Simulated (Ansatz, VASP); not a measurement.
Given: the input of a run of VASP 6.6.1 on Co.

INCAR

```
SYSTEM = Co
PREC = Accurate
ENCUT = 520
EDIFF = 1E-6
ISMEAR = -1
SIGMA = 0.05
LREAL = .False.
LASPH = .True.
NELM = 150
ALGO = Normal
ISIF = 2
LWAVE = .False.
LCHARG = .False.
ISPIN = 2
MAGMOM = 3
LORBIT = 11
NUPDOWN = 3.0
LMAXMIX = 4
GGA = PE
NBANDS = 14
```

Contents of KPOINTS:

```
Automatic mesh
0
Gamma
  11 11 11
  0 0 0
```

File POSCAR:

```
Co
1.0
   -1.4145745000      1.3929095500      1.3921574700
    1.4429802800     -1.3751271500      1.4027808400
    1.4112696000      1.3718222500     -1.3743750600
Co
1
Direct
    0.0000000000      0.0000000000      0.0000000000
```

Potentials or basis: VASP PAW PBE potentials, release 64 (Co).

Command:

```sh
$ cat potpaw_PBE.64/Co/POTCAR > POTCAR
$ mpirun -np 1 vasp_std > vasp.out
```

Q: Set up the same calculation for Ansatz 0.2.0. Potentials there: Ansatz PAW.

A: As run (the cutoff follows the program's own potentials):

File input.yaml:

```yaml
crystal:
  lattice:
    - [-1.4145745, 1.39290955, 1.39215747]
    - [1.44298028, -1.37512715, 1.40278084]
    - [1.4112696, 1.37182225, -1.37437506]
  atoms:
    - { symbol: Co, position: [0.0, 0.0, 0.0], spin: 3.0 }
hamiltonian:
  xc: pbe
  pseudopotentials: { kind: paw }
magnetization:
  spin_polarized: true
  initial_magnetization: 3.0
  spin_locking: { lock_magnetization: hard }
kpoints:
  mp_grid: { grid: [11, 11, 11] }
scf:
  occupations: { method: fermi_dirac, width: 0.05 }
  lower_state_search: "off"
output:
  forces: true
  stress: true
  eigenvalues: true
```

Potentials or basis: Ansatz PAW.

Run with:

```console
$ ansatz run input.yaml --threads 2 --pin off --max-ram 5632MiB --backend cpu --events-out ev --progress --plain --runs-dir out
```

Both were run:

|  | VASP | Ansatz | Ansatz less VASP |
| --- | --- | --- | --- |
| net moment per atom (μB) | 3.00 | 3.00 | 0.000 |
| size of the moment on the site where the two differ most (μB) | 2.87 | 2.78 | -0.095 |

Site moments also hang on the region over which each program counts them. VASP's potentials hold 9 valence electrons a cell and Ansatz's 17, so a difference there can come from the potentials and not from the codes.
